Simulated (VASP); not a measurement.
Set up this calculation in VASP 6.6.1, as the native input.

```
Task                   : single point
Functional             : PBE
Potentials or basis    : VASP PAW PBE potentials, release 64 (Ni, Al)
Cutoff                 : 520 eV
k mesh                 : 15 × 15 × 15
Occupations            : fermi-dirac, width 0.1 eV
Spin                   : no spin polarisation
Dipole correction      : no
Further INCAR settings : ALGO = Normal; EDIFF = 1e-06; NBANDS = 14
```

The structure of AlNi (rocksalt type) lies in POSCAR:

```
AlNi
1.0
    0.0000000000      2.3280875632      2.3280875632
    2.3280875632      0.0000000000      2.3280875632
    2.3280875632      2.3280875632      0.0000000000
Ni Al
1 1
Direct
    0.0000000000      0.0000000000      0.0000000000
    0.5000000000      0.5000000000      0.5000000000
```

This cell differs from its parent crystal: volume scaled by 0.88, partial waves polarizable.

These files were run (other wordings do the same):

INCAR

```
SYSTEM = AlNi
  PREC = Accurate
  ENCUT = 520
  EDIFF = 1E-6
  ISMEAR = -1
  SIGMA = 0.1
  LREAL = .False.
  LASPH = .True.
  NELM = 80
  ALGO = Normal
  ISIF = 2
  LWAVE = .False.
  LCHARG = .True.
  GGA = PE
  LELF = .True.
  LVHAR = .True.
  NBANDS = 14
```

KPOINTS

```
Automatic mesh
0
Gamma
  15 15 15
  0 0 0
```

Potentials or basis: VASP PAW PBE potentials, release 64 (Ni, Al).

Command:

```sh
$ cat potpaw_PBE.64/Ni/POTCAR potpaw_PBE.64/Al/POTCAR > POTCAR
$ mpirun -np 1 vasp_std > vasp.out
```

It gave:

| Quantity | Value |
| --- | --- |
| Pressure | 18.3 GPa |

Wall time 10 s on 1 thread of Intel(R) Xeon(R) 6975P-C (Granite Rapids) (shared host), peak memory 0.17 GiB.
